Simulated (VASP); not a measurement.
Wanted: the native input for a VASP 6.6.1 run.

| Property | Result |
| --- | --- |
| Task | single point |
| Functional | PBE |
| Potentials or basis | VASP PAW PBE potentials, release 64 (Hf_pv, B) |
| Cutoff | 520 eV |
| k mesh | 13 × 13 × 10 |
| Occupations | fermi-dirac, width 0.1 eV |
| Spin | no spin polarisation |
| Dipole correction | no |
| Further INCAR settings | ALGO = Normal; EDIFF = 1e-06; NBANDS = 15 |

The structure of HfB2 lies in POSCAR:

```
HfB2
1.0
    3.1400000000     -0.0078500000     -0.0078500000
   -1.5767983000      2.7232450000     -0.0028733000
   -0.0087000000     -0.0087000000      3.4800000000
Hf B
1 2
Direct
    0.0000000000      0.0000000000      0.0000000000
    0.3333333333      0.6666666667      0.5000000000
    0.6666666667      0.3333333333      0.5000000000
```

These files were run (other wordings do the same):

INCAR

```
SYSTEM = HfB2
PREC     = Accurate       ! precision mode
ENCUT    = 520            ! plane-wave cutoff, eV
EDIFF    = 1E-6           ! SCF threshold, eV
ISMEAR   = -1             ! smearing method
SIGMA    = 0.1            ! smearing width, eV
LREAL    = .FALSE.        ! projectors in reciprocal space
LASPH    = .TRUE.         ! aspherical terms in the spheres
NELM     = 60             ! most SCF steps
ALGO     = Normal         ! electronic algorithm
ISIF     = 2              ! what is computed and relaxed
LWAVE    = .FALSE.        ! write WAVECAR
LCHARG   = .FALSE.        ! write CHGCAR
GGA      = PE             ! functional
NBANDS   = 15             ! bands
```

KPOINTS

```
Automatic mesh
0
G
  13 13 10
  0 0 0
```

Potentials or basis: VASP PAW PBE potentials, release 64 (Hf_pv, B).

Command:

```sh
$ cat potpaw_PBE.64/Hf_pv/POTCAR potpaw_PBE.64/B/POTCAR > POTCAR
$ mpirun -np 1 vasp_std > vasp.out
```

It gave:

| Quantity | Value |
| --- | --- |
| Pressure | 1.0 GPa |
| Largest force | 0.006 eV/Å |
| Band gap on the k mesh | zero (band 8 reaches 8.40 eV, above the bottom of band 9 at 7.34 eV) |

Caveat: spin-orbit coupling is left out, which moves the levels of the heavy elements.

Wall time 110 s on 1 thread of Intel(R) Xeon(R) 6975P-C (Granite Rapids), with other jobs on the host, peak memory 0.46 GiB.
